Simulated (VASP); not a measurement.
Runs of VASP 6.6.1 on C. The structure is that of space group Fd-3m (No. 227), or close to it. The cells are those of the table. 

```csv
cell,gap on the mesh (eV),pressure (GPa)
"a = 2.583, b = 2.583, c = 2.525 Å, angles 60.7, 60.7, 58.5°, 2 atoms",3.51,-17.0
"a = 2.593, b = 2.593, c = 2.525 Å, angles 60.9, 60.9, 58.3°, 2 atoms",3.41,(a)
"a = 2.544, b = 2.544, c = 2.525 Å, angles 60.2, 60.2, 59.5°, 2 atoms",3.92,-5.6
"a = 2.488, b = 2.488, c = 2.525 Å, angles 59.5, 59.5, 61.0°, 2 atoms",(c),14.8
"a = 2.564, b = 2.564, c = 2.525 Å, angles 60.5, 60.5, 59.0°, 2 atoms",3.71,(b)
"a = 2.602, b = 2.602, c = 2.525 Å, angles 61.0, 61.0, 58.1°, 2 atoms",3.31,-22.0
"a = 2.469, b = 2.469, c = 2.525 Å, angles 59.2, 59.2, 61.5°, 2 atoms",3.07,22.6
"a = 2.507, b = 2.507, c = 2.525 Å, angles 59.8, 59.8, 60.5°, 2 atoms",3.79,7.5
```

Alike in all rows: task single point; level PBE; potentials or basis VASP PAW PBE potentials, release 64 (C); no spin polarisation; k mesh 12 × 12 × 12; cutoff (eV) 520; smearing gaussian 0.05 eV.

Q: Fill in the values left out.

A: (a) -19.5; (b) -11.5; (c) 3.44.

A k mesh can miss the band edges.
